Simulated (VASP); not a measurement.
# Co (P6_3/mmc) in VASP: a series of runs

Runs on Co. Level: PBE. Tasks: single point.

Program: VASP 6.6.1. These are calculated values, not measurements. Logs are shortened: lines on timing, memory, paths and dates and some standing lists are left out, and cuts for length are marked.

## 1. The cell of the first run

Symmetry: P6_3/mmc, No. 194, hexagonal system. Conventional cell: a = 2.493 Å, b = 2.493 Å, c = 4.032 Å, α = 90.00°, β = 90.00°, γ = 120.00°. Co (site symmetry -6m2) has 12 Co at 2.48 to 2.49 Å within 3.3 Å.

## 2. Single point, PBE, collinear spin, ferromagnetic start

Input file INCAR:

```
SYSTEM = Co
PREC = Accurate
ENCUT = 520
EDIFF = 1E-7
ISMEAR = -1
SIGMA = 0.05
LREAL = .False.
LASPH = .True.
NELM = 150
ALGO = Normal
ISIF = 2
LWAVE = .False.
LCHARG = .True.
ISPIN = 2
MAGMOM = 1.7 1.7
LORBIT = 11
LMAXMIX = 4
GGA = PE
LELF = .True.
LVHAR = .True.
NBANDS = 20
```

Input file KPOINTS:

```
regular mesh
0
Gamma
  23 23 13
  0 0 0
```

Input file POSCAR:

```
Co
1.0
    2.4928550614      0.0000000000      0.0000000000
   -1.2464275307      2.1588758111      0.0000000000
    0.0000000000      0.0000000000      4.0324696735
Co
2
Direct
    0.3333333333      0.6666666667      0.2500000000
    0.6666666667      0.3333333333      0.7500000000
```

Potentials or basis: VASP PAW PBE potentials, release 64 (Co).

The run is started by

```sh
> cat potpaw_PBE.64/Co/POTCAR > POTCAR
> mpirun -np 1 vasp_std > vasp.out
```

OUTCAR:

```text
SYSTEM = Co
   PREC = Accurate
   ENCUT = 520
   EDIFF = 1E-7
   ISMEAR = -1
   LREAL = .False.
   LASPH = .True.
   NELM = 150
   ISIF = 2
   ISPIN = 2
   LORBIT = 11
   GGA = PE

 ion  position               nearest neighbor table
   1  0.333  0.667  0.250-   2 2.48   2 2.48   2 2.48   2 2.48   2 2.48   2 2.48
   2  0.667  0.333  0.750-   1 2.48   1 2.48   1 2.48   1 2.48   1 2.48   1 2.48

  LATTYP: Found a hexagonal cell.
 ALAT       =     2.4928550614
 C/A-ratio  =     1.6176109618

  Lattice vectors:

 A1 = (   2.4928550614,   0.0000000000,   0.0000000000)
 A2 = (  -1.2464275307,   2.1588758111,   0.0000000000)
 A3 = (   0.0000000000,   0.0000000000,   4.0324696735)

Analysis of symmetry for initial positions (statically):
=====================================================================
 Subroutine PRICEL returns:
 Original cell was already a primitive cell.

 Routine SETGRP: Setting up the symmetry group for a
 hexagonal supercell.

 Subroutine GETGRP returns: Found 24 space group operations
 (whereof 12 operations were pure point group operations)
 out of a pool of 24 trial point group operations.

The static configuration has the point symmetry D_3d.
 The point group associated with its full space group is D_6h.

Analysis of symmetry for dynamics (positions and initial velocities):
=====================================================================
 Subroutine PRICEL returns:
 Original cell was already a primitive cell.

 Routine SETGRP: Setting up the symmetry group for a
 hexagonal supercell.

 Subroutine GETGRP returns: Found 24 space group operations
 (whereof 12 operations were pure point group operations)
 out of a pool of 24 trial point group operations.

The dynamic configuration has the point symmetry D_3d.
 The point group associated with its full space group is D_6h.

Analysis of structural, dynamic, and magnetic symmetry:
=====================================================================
 Subroutine PRICEL returns:
 Original cell was already a primitive cell.

 Routine SETGRP: Setting up the symmetry group for a
 hexagonal supercell.

 Subroutine GETGRP returns: Found 24 space group operations
 (whereof 12 operations were pure point group operations)
 out of a pool of 24 trial point group operations.

The overall configuration has the point symmetry D_3d.
 The point group associated with its full space group is D_6h.

 Subroutine INISYM returns: Found 24 space group operations
 (whereof 12 operations are pure point group operations),
 and found     1 'primitive' translations

[... 111 lines left out ...]
   IALGO  =     38    algorithm
   IMIX   =      4    mixing-type and parameters
     AMIX     =   0.40;   BMIX     =  1.00
     AMIX_MAG =   1.60;   BMIX_MAG =  1.00
  volume/ion in A,a.u.               =      10.85        73.23
  Fermi-wavevector in a.u.,A,eV,Ry     =   1.538156  2.906693 32.190351  2.365924
  Thomas-Fermi vector in A             =   2.644564
   LORBIT       =     11    0 simple, 1 ext, 2 COOP (PROOUT), +10 PAW based schemes
   GGA     = PE    functional components
   LHFCALC =     F    Hartree Fock is set to
   AEXX    =    0.0000 exact exchange contribution
   IVDW    =     0    specifies the selected vdW correction
   LEPSILON=     F    determine dielectric tensor
   LRPA    =     F    only Hartree local field effects (RPA)
 spin polarized calculation
  energy-cutoff  :      520.00
  volume of cell :       21.70
 maximum number of plane-waves:       598
 NGX is ok and might be reduce to    20
   NGX =  9   NGY =  9   NGZ = 15

 number of electron      17.9999997 magnetization       3.1850208

 Free energy of the ion-electron system (eV)
  ---------------------------------------------------
  ext. energy  EPLUGINS =         0.00000000
  ---------------------------------------------------
  free energy    TOTEN  =       -14.07780747 eV

  energy without entropy =      -14.06311214  energy(sigma->0) =      -14.07045980

 E-fermi :  10.2501     XC(G=0): -13.4030

 val. band max:       10.2499635442   @ k =   0.1304   0.1304   0.0769
 cond. band min:      10.2544388039   @ k =   0.1739   0.0870   0.0769
 fundamental gap:      0.0044752596
 Fermi energy:        10.2501190083

 spin component 1

 k-point     1 :       0.0000    0.0000    0.0000
  band No.  band energies     occupation
      1       1.3511      1.00000
      2       5.1329      1.00000
      3       7.6501      1.00000
      4       7.6723      1.00000
      5       7.6723      1.00000
      6       7.9834      1.00000
[... 541 lines left out ...]
     19      35.4321      0.00000
     20      38.4716      0.00000

 [... further k-points ...]

 spin component 2

 k-point     1 :       0.0000    0.0000    0.0000
  band No.  band energies     occupation
      1       1.3380      1.00000
      2       6.0624      1.00000
      3       9.2653      1.00000
      4       9.2928      1.00000
      5       9.2928      1.00000
      6       9.6573      0.99999
[... 541 lines left out ...]
     19      35.4719      0.00000
     20      38.6219      0.00000

 [... further k-points ...]
[... 5 lines left out ...]
  --------------------------------------------------------------------------------------
  -------------------------------------------------------------------------------------
  Total       -0.0953803     -0.0953803     -0.1091932      0.0000000      0.0000000      0.0000000
  in kB       -7.0416379     -7.0416379     -8.0613965      0.0000000      0.0000000      0.0000000
  external PRESSURE =      -7.3815574 kB  Pullay stress =       0.0000000 kB

 VOLUME and BASIS-vectors are now :
 -----------------------------------------------------------------------------
  energy-cutoff  :      520.00
  volume of cell :       21.70
      direct lattice vectors                 reciprocal lattice vectors
     2.492855061  0.000000000  0.000000000     0.401146467  0.231602021  0.000000000
    -1.246427531  2.158875811  0.000000000     0.000000000  0.463204041  0.000000000
     0.000000000  0.000000000  4.032469673     0.000000000  0.000000000  0.247986986

 POSITION                                       TOTAL-FORCE (eV/Angst)
 -----------------------------------------------------------------------------------
     -0.00000      1.43925      1.00812        -0.000000      0.000000      0.000000
      1.24643      0.71963      3.02435         0.000000      0.000000      0.000000
 -----------------------------------------------------------------------------------
    total drift:                                0.000000     -0.000000     -0.000000

  FREE ENERGIE OF THE ION-ELECTRON SYSTEM (eV)
  ---------------------------------------------------
  free  energy   TOTEN  =       -14.0778074668 eV

  energy  without entropy=      -14.0631121402  energy(sigma->0) =      -14.07045980

 total charge

# of ion       s       p       d       tot
------------------------------------------
    1        0.488   0.521   7.264   8.273
    2        0.488   0.521   7.264   8.273
--------------------------------------------------
tot          0.976   1.041  14.528  16.546

 magnetization (x)

# of ion       s       p       d       tot
------------------------------------------
    1       -0.015  -0.056   1.684   1.613
    2       -0.015  -0.056   1.684   1.613
--------------------------------------------------
tot         -0.031  -0.111   3.369   3.227
```

stdout:

```text
POSCAR found type information on POSCAR Co
 POSCAR found :  1 types and       2 ions
 scaLAPACK will be used
 LDA part: xc-table for (Slater+PW92), standard interpolation
 POSCAR, INCAR and KPOINTS ok, starting setup
 FFT: planning ... GRIDC
 FFT: planning ... GRID_SOFT
 FFT: planning ... GRID
 WAVECAR not read
 entering main loop
```

Wall time 6.9 min (1 thread of Intel Xeon 8259CL, shared host); peak memory 0.3 GiB.

What came out:

- Free energy: -14.0778 eV
- Pressure: -0.7 GPa
- Net moment: 3.19 μB per cell
- Site moments: Co +1.61 μB
- Valence electrons inside the program's atomic spheres: Co 8.27

Levels at points of the mesh, in eV from the Fermi level:
Spin up:
```
           k point  band 9  band 10  band 11  band 12  band 13  band 14
(0.00, 0.00, 0.00)   -1.92    -0.83    -0.83    -0.07     6.36    21.99
```
Spin down:
```csv
k point,band 4,band 5,band 6,band 7,band 8,band 9,band 10,band 11
"(0.00, 0.00, 0.00)",-0.96,-0.96,-0.59,-0.59,-0.17,-0.17,-0.14,1.05
```

## 3. Single point, PBE, collinear spin, ferromagnetic start

Input file INCAR:

```
ALGO     = Normal         # electronic algorithm
EDIFF    = 1E-6           # SCF threshold, eV
ENCUT    = 520            # plane-wave cutoff, eV
GGA      = PE             # functional
ISIF     = 2              # what is computed and relaxed
ISMEAR   = -1             # smearing method
ISPIN    = 2              # spin polarisation
LASPH    = T              # aspherical terms in the spheres
LCHARG   = F              # write CHGCAR
LMAXMIX  = 4              # l up to which the mixer works
LORBIT   = 11             # projections on sites
LREAL    = F              # projectors in reciprocal space
LWAVE    = F              # write WAVECAR
MAGMOM   = 1.7 1.7        # initial moments
NBANDS   = 20             # bands
NELM     = 150            # most SCF steps
PREC     = Accurate       # precision mode
SIGMA    = 0.05           # smearing width, eV
```

Input file KPOINTS:

```
k-points
0
Gamma
  23 23 13
```

POSCAR is that of step 2.

Potentials or basis: VASP PAW PBE potentials, release 64 (Co).

The run is started by

```sh
> cat potpaw_PBE.64/Co/POTCAR > POTCAR
> mpirun -np 1 vasp_std > vasp.out
```

Run time: 5.5 min. Hardware: 1 thread of Intel Xeon 8259CL, shared host; peak memory 0.3 GiB.

It converged, with:

```yaml
Free_energy: -14.0778 eV
Pressure: -0.8 GPa
Net_moment: 3.18 μB per cell
Site_moments: Co +1.61 μB
Valence_electrons_inside_the_program's_atomic_spheres: Co 8.27
```

Stress tensor (GPa, compression positive):
```
-0.75  0.00  0.00
 0.00 -0.75  0.00
 0.00  0.00 -0.85
```

Levels at points of the mesh, in eV from the Fermi level:
Spin up:
```tsv
k point	band 8	band 9	band 10	band 11	band 12	band 13	band 14	band 15
(0.00, 0.00, 0.00)	-1.92	-1.92	-0.82	-0.82	-0.07	6.36	21.99	24.55
```
Spin down:
| k point | band 5 | band 6 | band 7 | band 8 | band 9 | band 10 |
| --- | --- | --- | --- | --- | --- | --- |
| (0.00, 0.00, 0.00) | -0.96 | -0.59 | -0.59 | -0.17 | -0.17 | -0.14 |
